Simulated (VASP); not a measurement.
Wanted: the native input for a VASP 6.6.1 run.

```
Task                   : single point
Functional             : PBE
Potentials or basis    : VASP PAW PBE potentials, release 64 (Li_sv, H)
Cutoff                 : 750 eV
k mesh                 : 10 × 10 × 10
Occupations            : gaussian, width 0.05 eV
Spin                   : no spin polarisation
Dipole correction      : no
Further INCAR settings : ALGO = Normal; EDIFF = 1e-06; NBANDS = 9
```

The structure of LiH lies in POSCAR:

```
LiH
1.0
    0.0000000000      2.0325000000      2.0325000000
    2.0325000000      0.0000000000      2.0325000000
    2.0325000000      2.0325000000      0.0000000000
Li H
1 1
Direct
    0.0000000000      0.0000000000      0.0000000000
    0.5213044380      0.5213044380      0.5213044380
```

This cell differs from its parent crystal: all H atoms moved +0.150 Å, as atom 2 along Cartesian [1 1 1].

These files were run (other wordings do the same):

INCAR

```
SYSTEM = LiH
PREC = Accurate ; ENCUT = 750
EDIFF = 1E-6 ; ISMEAR = 0
SIGMA = 0.05 ; LREAL = .FALSE.
LASPH = .TRUE. ; NELM = 120
ALGO = Normal ; ISIF = 2
LWAVE = .FALSE. ; LCHARG = .TRUE.
GGA = PE ; LELF = .TRUE.
LVHAR = .TRUE. ; NBANDS = 9
GGA_COMPAT = .FALSE.
```

KPOINTS

```
regular mesh
0
G
  10 10 10
  0 0 0
```

Potentials or basis: VASP PAW PBE potentials, release 64 (Li_sv, H).

Command:

```sh
$ cat potpaw_PBE.64/Li_sv/POTCAR potpaw_PBE.64/H/POTCAR > POTCAR
$ mpirun -np 1 vasp_std > vasp.out
```

Results of the run:

| Property | Result |
| --- | --- |
| Pressure | -1.3 GPa |
| Largest force | 0.141 eV/Å |
| Band gap on the k mesh | 3.14 eV, direct |

Caveat: the cell differs from its parent crystal (all H atoms moved +0.150 Å, as atom 2 along Cartesian [1 1 1]).

Run time: 14 s on 1 thread of Intel(R) Xeon(R) 6975P-C (Granite Rapids), with other jobs on the host, peak memory 0.16 GiB.
